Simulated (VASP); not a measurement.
# Mg5CdS6 in VASP: notebook

Mg5CdS6 is run at these levels: PBE; tasks: single point.

All numbers are computed with VASP 6.6.1; they aren't measurements. Logs are shortened: lines on timing, memory, paths and dates and some standing lists are left out, and cuts for length are marked.

## (1) The cell of the first run

The typed cell holds 12 atoms: a = 3.743 Å, b = 3.743 Å, c = 15.796 Å, α = 90.00°, β = 89.99°, γ = 90.01°.

## (2) Single point, PBE

Contents of INCAR:

```
SYSTEM = Mg5CdS6
  PREC = Accurate
  ENCUT = 520
  EDIFF = 1E-6
  ISMEAR = 0
  SIGMA = 0.1
  LREAL = .FALSE.
  LASPH = .TRUE.
  NELM = 60
  ALGO = Normal
  ISIF = 2
  LWAVE = .FALSE.
  LCHARG = .FALSE.
  GGA = PE
  NBANDS = 41
```

Contents of KPOINTS:

```
Automatic mesh
0
G
  4 4 1
  0 0 0
```

Contents of POSCAR:

```
Mg5CdS6
1.0
    3.7434166415     -0.0001869948      0.0005914872
   -0.0001921197      3.7425205555      0.0000239857
    0.0014306782     -0.0004148282     15.7957048846
Mg Cd S
5 1 6
Direct
   -0.0002033849      0.0000318795      0.6634273990
    0.4998705775      0.4999392990      0.5000474452
    0.0001357026      0.0002522737      0.3366170175
    0.5003270635      0.4997419864      0.1707140491
    0.4999667397      0.5002536714      0.8292631573
   -0.0000637866     -0.0000922629     -0.0000133966
   -0.0001891932     -0.0001276337      0.5000094617
    0.5000381433      0.5002619529      0.3357543628
    0.0002578659     -0.0001234104      0.1727119725
    0.4999605380      0.4999510851     -0.0000409604
    0.0000087271      0.0001573452      0.8272545882
    0.4998910068      0.4997538139      0.6642549037
```

Potentials or basis: VASP PAW PBE potentials, release 64 (Mg, Cd, S).

Run with:

```
$ cat potpaw_PBE.64/Mg/POTCAR potpaw_PBE.64/Cd/POTCAR potpaw_PBE.64/S/POTCAR > POTCAR
$ mpirun -np 1 vasp_std > vasp.out
```

OUTCAR:

```text
SYSTEM = Mg5CdS6
   PREC = Accurate
   ENCUT = 520
   EDIFF = 1E-6
   ISMEAR = 0
   LREAL = .FALSE.
   LASPH = .TRUE.
   NELM = 60
   ISIF = 2
   GGA = PE

 ion  position               nearest neighbor table
   1  1.000  0.000  0.663-   7 2.58  11 2.59  12 2.65  12 2.65  12 2.65  12 2.65
   2  0.500  0.500  0.500-  12 2.59   8 2.60   7 2.65   7 2.65   7 2.65   7 2.65
   3  0.000  0.000  0.337-   7 2.58   9 2.59   8 2.65   8 2.65   8 2.65   8 2.65
   4  0.500  0.500  0.171-   8 2.61   9 2.65   9 2.65   9 2.65   9 2.65  10 2.70
   5  0.500  0.500  0.829-  12 2.61  11 2.65  11 2.65  11 2.65  11 2.65  10 2.70
   6  1.000  1.000  1.000-  10 2.65  10 2.65  10 2.65  10 2.65   9 2.73  11 2.73
   7  1.000  1.000  0.500-   3 2.58   1 2.58   2 2.65   2 2.65   2 2.65   2 2.65
   8  0.500  0.500  0.336-   2 2.60   4 2.61   3 2.65   3 2.65   3 2.65   3 2.65
   9  0.000  1.000  0.173-   3 2.59   4 2.65   4 2.65   4 2.65   4 2.65   6 2.73
  10  0.500  0.500  1.000-   6 2.65   6 2.65   6 2.65   6 2.65   5 2.70   4 2.70
  11  0.000  0.000  0.827-   1 2.59   5 2.65   5 2.65   5 2.65   5 2.65   6 2.73
  12  0.500  0.500  0.664-   2 2.59   5 2.61   1 2.65   1 2.65   1 2.65   1 2.65

  LATTYP: Found a simple monoclinic cell.
 ALAT       =    16.2323154922
 B/A-ratio  =     0.2305598707
 C/A-ratio  =     1.9597635566
 COS(beta)  =    -0.9934221220

  Lattice vectors:

 A1 = (  -3.7419859633,  -0.0002278334,  15.7951133974)
 A2 = (  -0.0001921197,   3.7425205555,   0.0000239857)
 A3 = (   3.7405552851,   0.0006426616, -31.5908182820)

Analysis of symmetry for initial positions (statically):
=====================================================================
 Subroutine PRICEL returns:
 Original cell was already a primitive cell.

 Routine SETGRP: Setting up the symmetry group for a
 simple monoclinic supercell.

 Subroutine GETGRP returns: Found  1 space group operations
 (whereof  1 operations were pure point group operations)
 out of a pool of  4 trial point group operations.

The static configuration has the point symmetry C_1 .

Analysis of symmetry for dynamics (positions and initial velocities):
=====================================================================
 Subroutine PRICEL returns:
 Original cell was already a primitive cell.

 Routine SETGRP: Setting up the symmetry group for a
 simple monoclinic supercell.

 Subroutine GETGRP returns: Found  1 space group operations
 (whereof  1 operations were pure point group operations)
 out of a pool of  4 trial point group operations.

The dynamic configuration has the point symmetry C_1 .

 Subroutine INISYM returns: Found  1 space group operations
 (whereof  1 operations are pure point group operations),
 and found     1 'primitive' translations

----------------------------------------------------------------------------------------

                                     Primitive cell

  volume of cell :     221.2949

  direct lattice vectors                    reciprocal lattice vectors
     3.743416642 -0.000186995  0.000591487     0.267135644  0.000013713 -0.000024195
    -0.000192120  3.742520556  0.000023986     0.000013346  0.267199602  0.000007016
     0.001430678 -0.000414828 15.795704885    -0.000010003 -0.000000406  0.063308350

  length of vectors
     3.743416693  3.742520561 15.795704955     0.267135646  0.267199602  0.063308351

  position of ions in fractional coordinates (direct lattice)
     0.999796615  0.000031879  0.663427399
     0.499870577  0.499939299  0.500047445
     0.000135703  0.000252274  0.336617017
     0.500327064  0.499741986  0.170714049
     0.499966740  0.500253671  0.829263157
     0.999936213  0.999907737  0.999986603
     0.999810807  0.999872366  0.500009462
     0.500038143  0.500261953  0.335754363
     0.000257866  0.999876590  0.172711972
     0.499960538  0.499951085  0.999959040
     0.000008727  0.000157345  0.827254588
     0.499891007  0.499753814  0.664254904

  ion indices of the primitive-cell ions
   primitive index   ion index
                 1           1
                 2           2
                 3           3
                 4           4
                 5           5
                 6           6
                 7           7
                 8           8
                 9           9
                10          10
                11          11
                12          12

----------------------------------------------------------------------------------------

 KPOINTS: Automatic mesh

Automatic generation of k-mesh.
 Grid dimensions read from file:
 generate k-points for:    4    4    1

 Generating k-lattice:

  Cartesian coordinates                     Fractional coordinates (reciprocal lattice)
     0.066783911  0.000003428 -0.000006049     0.250000000 -0.000000000  0.000000000
     0.000003337  0.066799900  0.000001754    -0.000000000  0.250000000 -0.000000000
    -0.000010003 -0.000000406  0.063308350    -0.000000000  0.000000000  1.000000000

  Length of vectors
     0.066783911  0.066799901  0.063308351

  Shift w.r.t. Gamma in fractional coordinates (k-lattice)
     0.000000000  0.000000000  0.000000000

 Subroutine IBZKPT returns following result:
 ===========================================

 Found     10 irreducible k-points:

 Following reciprocal coordinates:
            Coordinates               Weight
  0.000000  0.000000  0.000000      1.000000
  0.250000  0.000000  0.000000      2.000000
  0.500000  0.000000  0.000000      1.000000
 -0.000000  0.250000  0.000000      2.000000
  0.250000  0.250000  0.000000      2.000000
  0.500000  0.250000 -0.000000      2.000000
 -0.250000  0.250000 -0.000000      2.000000
 -0.000000  0.500000  0.000000      1.000000
  0.250000  0.500000  0.000000      2.000000
  0.500000  0.500000  0.000000      1.000000
   k-points           NKPTS =     10   k-points in BZ     NKDIM =     10   number of bands    NBANDS=     41
   number of dos      NEDOS =    301   number of ions     NIONS =     12
   total plane-waves  NPLWV =  94080
   dimension x,y,z NGX =    28 NGY =   28 NGZ =  120
   dimension x,y,z NGXF=    56 NGYF=   56 NGZF=  240
   ions per type =               5   1   6
   NGX,Y,Z   is equivalent  to a cutoff of  12.43, 12.44, 12.63 a.u.
   NGXF,Y,Z  is equivalent  to a cutoff of  24.87, 24.88, 25.26 a.u.
 SYSTEM =  Mg5CdS6
   PREC   = accura    normal or accurate (medium, high low for compatibility)
   ISTART =      0    job   : 0-new  1-cont  2-samecut
   ICHARG =      2    charge: 1-file 2-atom 10-const
   ISPIN  =      1    spin polarized calculation?
   LNONCOLLINEAR =      F non collinear calculations
   LSORBIT =      F    spin-orbit coupling
   LASPH  =      T    aspherical Exc in radial PAW
   ENCUT  =  520.0 eV  38.22 Ry    6.18 a.u.   6.96  6.96 29.37*2*pi/ulx,y,z
   NELM   =     60;   NELMIN=  2; NELMDL= -5     # of ELM steps
   EDIFF  = 0.1E-05   stopping-criterion for ELM
   LREAL  =      F    real-space projection
[... 7 lines left out ...]
   TEBEG  =    0.0;   TEEND  =   0.0 temperature during run
   PSTRESS=    0.0 pullay stress
   NELECT =      58.0000    total number of electrons
   NUPDOWN=      -1.0000    fix difference up-down
   EMIN   =  10.00;   EMAX   =-10.00  energy-range for DOS
   EFERMI =   0.00;   METHOD = LEGACY
   ISMEAR =     0;   SIGMA  =   0.10  broadening in eV -4-tet -1-fermi 0-gaus
   EFERMI_NEDOS =   21; number of points for ismear=-14 and -15
   IALGO  =     38    algorithm
   IMIX   =      4    mixing-type and parameters
     AMIX     =   0.40;   BMIX     =  1.00
     AMIX_MAG =   1.60;   BMIX_MAG =  1.00
  volume/ion in A,a.u.               =      18.44       124.45
  Fermi-wavevector in a.u.,A,eV,Ry     =   1.047676  1.979821 14.934098  1.097625
  Thomas-Fermi vector in A             =   2.182566
   LORBIT       =      0    0 simple, 1 ext, 2 COOP (PROOUT), +10 PAW based schemes
   GGA     = PE    functional components
   LHFCALC =     F    Hartree Fock is set to
   AEXX    =    0.0000 exact exchange contribution
   IVDW    =     0    specifies the selected vdW correction
   LEPSILON=     F    determine dielectric tensor
   LRPA    =     F    only Hartree local field effects (RPA)
 non-spin polarized calculation
 Gauss-broadening in eV      SIGMA  =   0.10
  energy-cutoff  :      520.00
  volume of cell :      221.29
 maximum number of plane-waves:      5991
   NGX = 13   NGY = 13   NGZ = 59

 number of electron      57.9999999 magnetization

 Free energy of the ion-electron system (eV)
  ---------------------------------------------------
  ext. energy  EPLUGINS =         0.00000000
  ---------------------------------------------------
  free energy    TOTEN  =       -48.11872804 eV

  energy without entropy =      -48.11872804  energy(sigma->0) =      -48.11872804

 E-fermi :   4.3040     XC(G=0):  -9.7348

 val. band max:        3.8186847504   @ k =   0.5000   0.0000   0.0000
 cond. band min:       5.0165407824   @ k =   0.5000   0.5000   0.0000
 fundamental gap:      1.1978560320
 Fermi energy:         4.3039763882

 k-point     1 :       0.0000    0.0000    0.0000
  band No.  band energies     occupation
      1      -9.2059      2.00000
      2      -8.9079      2.00000
      3      -8.7813      2.00000
      4      -8.2694      2.00000
      5      -7.9680      2.00000
      6      -7.6080      2.00000
[... 33 lines left out ...]
     40      10.6026      0.00000
     41      11.1079      0.00000

 k-point     2 :       0.2500    0.0000    0.0000
  band No.  band energies     occupation
      1      -8.8292      2.00000
      2      -8.5740      2.00000
      3      -8.4720      2.00000
      4      -8.0844      2.00000
      5      -7.8390      2.00000
      6      -7.5976      2.00000
[... 341 lines left out ...]
     40      10.0951      0.00000
     41      10.0994      0.00000

 k-point    10 :       0.5000    0.5000    0.0000
  band No.  band energies     occupation
      1      -8.2920      2.00000
      2      -7.6721      2.00000
      3      -7.5631      2.00000
      4      -7.5592      2.00000
      5      -7.5224      2.00000
      6      -7.4988      2.00000
[... 33 lines left out ...]
     40      10.0098      0.00000
     41      10.0103      0.00000

------------------------ aborting loop because EDIFF is reached ----------------------------------------

  FORCE on cell =-STRESS in cart. coord.  units (eV):
  Direction    XX          YY          ZZ          XY          YZ          ZX
  --------------------------------------------------------------------------------------
  -------------------------------------------------------------------------------------
  Total       -0.0548098     -0.0217322     -0.0122881      0.0060495      0.0007070     -0.0159177
  in kB       -0.3968236     -0.1573414     -0.0889661      0.0437986      0.0051185     -0.1152443
  external PRESSURE =      -0.2143770 kB  Pullay stress =       0.0000000 kB

 VOLUME and BASIS-vectors are now :
 -----------------------------------------------------------------------------
  energy-cutoff  :      520.00
  volume of cell :      221.29
      direct lattice vectors                 reciprocal lattice vectors
     3.743416642 -0.000186995  0.000591487     0.267135644  0.000013713 -0.000024195
    -0.000192120  3.742520556  0.000023986     0.000013346  0.267199602  0.000007016
     0.001430678 -0.000414828 15.795704885    -0.000010003 -0.000000406  0.063308350

 POSITION                                       TOTAL-FORCE (eV/Angst)
 -----------------------------------------------------------------------------------
      3.74360     -0.00034     10.47989         0.000861     -0.001771      0.007433
      1.87184      1.87073      7.89891        -0.000145     -0.000203     -0.003076
      0.00099      0.00080      5.31710        -0.000808     -0.000512     -0.010332
      1.87308      1.87013      2.69686        -0.001066      0.001401      0.001334
      1.87267      1.87177     13.09910         0.000241     -0.001180     -0.000064
      3.74442      3.74157     15.79611         0.000311      0.000596      0.000527
      3.74323      3.74165      7.89862         0.001523      0.001314      0.001240
      1.87224      1.87201      5.30378         0.000545     -0.002498      0.012133
      0.00102      3.74199      2.72813        -0.000664      0.000402      0.023191
      1.87290      1.87057     15.79537         0.000465     -0.000217      0.001080
      0.00122      0.00025     13.06707        -0.000867     -0.000935     -0.022044
      1.87215      1.86997     10.49268        -0.000396      0.003601     -0.011423
 -----------------------------------------------------------------------------------
    total drift:                               -0.000007     -0.000009      0.000010

  FREE ENERGIE OF THE ION-ELECTRON SYSTEM (eV)
  ---------------------------------------------------
  free  energy   TOTEN  =       -48.1187280362 eV

  energy  without entropy=      -48.1187280362  energy(sigma->0) =      -48.11872804
```

Wall time 90 s (1 thread of Intel Xeon Platinum 8259CL at 2.50GHz (Skylake/Cascade Lake), shared host); peak memory 0.32 GiB.

What came out:

```
Free energy            : -48.1187 eV
Pressure               : 0.0 GPa
Largest force          : 0.023 eV/Å
Band gap on the k mesh : 1.20 eV (least direct gap 1.91 eV)
```

Forces on the atoms (eV/Å):
```
Mg   0.001 -0.002  0.007
Mg   0.000  0.000 -0.003
Mg  -0.001 -0.001 -0.010
Mg  -0.001  0.001  0.001
Mg   0.000 -0.001  0.000
Cd   0.000  0.001  0.001
S    0.002  0.001  0.001
S    0.001 -0.002  0.012
S   -0.001  0.000  0.023
S    0.000  0.000  0.001
S   -0.001 -0.001 -0.022
S    0.000  0.004 -0.011
```

Levels at points of the mesh, in eV from the valence-band top:
| k point | band 25 | band 26 | band 27 | band 28 | band 29 | band 30 | band 31 | band 32 | band 33 | band 34 |
| --- | --- | --- | --- | --- | --- | --- | --- | --- | --- | --- |
| (0.00, 0.00, 0.00) | -0.90 | -0.90 | -0.55 | -0.49 | -0.48 | 1.43 | 2.59 | 3.10 | 3.26 | 4.12 |
| (0.50, 0.00, 0.00) | -1.03 | -1.01 | -1.00 | -0.88 | 0.00 | 4.11 | 4.23 | 4.43 | 4.45 | 4.99 |
| (0.00, 0.50, 0.00) | -1.03 | -1.01 | -1.01 | -0.88 | 0.00 | 4.11 | 4.23 | 4.42 | 4.44 | 4.99 |
| (0.50, 0.50, 0.00) | -2.63 | -2.15 | -2.12 | -2.05 | -2.05 | 1.20 | 2.18 | 3.38 | 3.70 | 3.86 |

A k mesh can miss the band edges.

## (3) Single point, PBE

Contents of INCAR:

```
SYSTEM = Mg5CdS6
PREC     = Accurate       ! precision mode
ENCUT    = 520            ! plane-wave cutoff, eV
EDIFF    = 1E-6           ! SCF threshold, eV
ISMEAR   = 0              ! smearing method
SIGMA    = 0.02           ! smearing width, eV
LREAL    = .False.        ! projectors in reciprocal space
LASPH    = .True.         ! aspherical terms in the spheres
NELM     = 60             ! most SCF steps
ALGO     = Normal         ! electronic algorithm
ISIF     = 2              ! what is computed and relaxed
LWAVE    = .False.        ! write WAVECAR
LCHARG   = .False.        ! write CHGCAR
GGA      = PE             ! functional
NBANDS   = 41             ! bands
```

Contents of KPOINTS:

```
Automatic mesh
0
Gamma
  8 8 2
  0 0 0
```

Contents of POSCAR:

```
Mg5CdS6
1.0
    3.7350567000      0.0000000000      0.0000000000
    0.0000000000      3.7350567000      0.0000000000
    0.0000000000      0.0000000000     15.8645457000
Mg Cd S
5 1 6
Direct
    0.0000000000      0.0000000000      0.6634560000
    0.5000000000      0.5000000000      0.5000000000
    0.0000000000      0.0000000000      0.3365440000
    0.5000000000      0.5000000000      0.1710080000
    0.5000000000      0.5000000000      0.8289920000
    0.0000000000      0.0000000000      0.0000000000
    0.0000000000      0.0000000000      0.5000000000
    0.5000000000      0.5000000000      0.3358990000
    0.0000000000      0.0000000000      0.1727910000
    0.5000000000      0.5000000000      0.0000000000
    0.0000000000      0.0000000000      0.8272090000
    0.5000000000      0.5000000000      0.6641010000
```

Potentials or basis: VASP PAW PBE potentials, release 64 (Mg, Cd, S).

Run with:

```
$ cat potpaw_PBE.64/Mg/POTCAR potpaw_PBE.64/Cd/POTCAR potpaw_PBE.64/S/POTCAR > POTCAR
$ mpirun -np 1 vasp_std > vasp.out
```

Wall time 4.5 min (1 thread of Intel Xeon Platinum 8259CL at 2.50GHz (Skylake/Cascade Lake), shared host); peak memory 0.42 GiB.

It converged, with:

* Free energy: -48.2243 eV
* Pressure: -0.1 GPa
* Largest force: 0.029 eV/Å
* Band gap on the k mesh: 1.17 eV (least direct gap 1.94 eV)

Forces on the atoms (eV/Å):
```
Mg   0.000  0.000  0.000
Mg   0.000  0.000  0.000
Mg   0.000  0.000  0.000
Mg   0.000  0.000  0.003
Mg   0.000  0.000 -0.003
Cd   0.000  0.000  0.000
S    0.000  0.000  0.000
S    0.000  0.000  0.001
S    0.000  0.000  0.029
S    0.000  0.000  0.000
S    0.000  0.000 -0.029
S    0.000  0.000 -0.001
```

Levels at points of the mesh, in eV from the valence-band top:
```
           k point  band 25  band 26  band 27  band 28  band 29  band 30  band 31  band 32  band 33  band 34
(0.00, 0.00, 0.00)    -0.91    -0.91    -0.54    -0.50    -0.50     1.43     2.59     3.10     3.25     4.13
(0.50, 0.00, 0.00)    -1.03    -1.02    -1.00    -0.91     0.00     4.10     4.22     4.43     4.45     5.01
(0.50, 0.50, 0.00)    -2.62    -2.14    -2.11    -2.09    -2.09     1.17     2.17     3.35     3.66     3.83
(0.00, 0.00, 0.50)    -1.04    -0.76    -0.76    -0.55    -0.55     1.52     2.50     3.11     3.57     4.15
(0.50, 0.00, 0.50)    -1.03    -1.01    -1.00    -0.66     0.00     3.86     3.91     4.83     4.98     5.07
(0.50, 0.50, 0.50)    -2.34    -2.32    -2.28    -2.21    -2.21     1.32     2.59     2.69     2.79     4.54
```

A k mesh can miss the band edges.
